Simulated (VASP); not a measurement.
Write the native input for VASP 6.6.1 that does the following.

```yaml
Task: single point
Functional: PBE
Potentials_or_basis: VASP PAW PBE potentials, release 64 (Si, Mo_sv)
Cutoff: 520 eV
k_mesh: 9 × 9 × 1
Occupations: gaussian, width 0.1 eV
Spin: no spin polarisation
Dipole_correction: yes
Further_INCAR_settings: ALGO = Normal; EDIFF = 1e-07; NBANDS = 31
```

The structure of Si2Mo lies in POSCAR:

```
Si2Mo
1.0
    3.2169717406      0.0000000000      0.0000000000
    0.0000000000      3.2169717406      0.0000000000
    0.0000000000      0.0000000000     20.5332491972
Si Mo
4 2
Direct
    0.0000000000      0.0000000000      0.3409104878
    0.0000000000      0.0000000000      0.4673705285
    0.5000000000      0.5000000000      0.5290198126
    0.5000000000      0.5000000000      0.6515674603
    0.5000000000      0.5000000000      0.4041405081
    0.0000000000      0.0000000000      0.5928666024
```

The input as run:

INCAR

```
  PREC = Accurate
  ENCUT = 520
  EDIFF = 1E-7
  ISMEAR = 0
  SIGMA = 0.1
  LREAL = F
  LASPH = T
  NELM = 80
  ALGO = Normal
  ISIF = 2
  LWAVE = F
  LCHARG = F
  LDIPOL = T
  IDIPOL = 3
  DIPOL = 0.5 0.5 0.498
  GGA = PE
  NBANDS = 31
```

KPOINTS

```
regular mesh
0
Gamma
  9 9 1
```

Potentials or basis: VASP PAW PBE potentials, release 64 (Si, Mo_sv).

Run with:

```bash
$ cat potpaw_PBE.64/Si/POTCAR potpaw_PBE.64/Mo_sv/POTCAR > POTCAR
$ mpirun -np 1 vasp_std > vasp.out
```

It gave:

| Item | Value |
| --- | --- |
| Largest force | 0.499 eV/Å |
| Band gap on the k mesh | zero (band 22 reaches 2.51 eV, above the bottom of band 23 at 1.75 eV) |

It took 78 s on 1 thread of Intel(R) Xeon(R) 6975P-C (Granite Rapids), with other jobs on the host, peak memory 0.32 GiB.
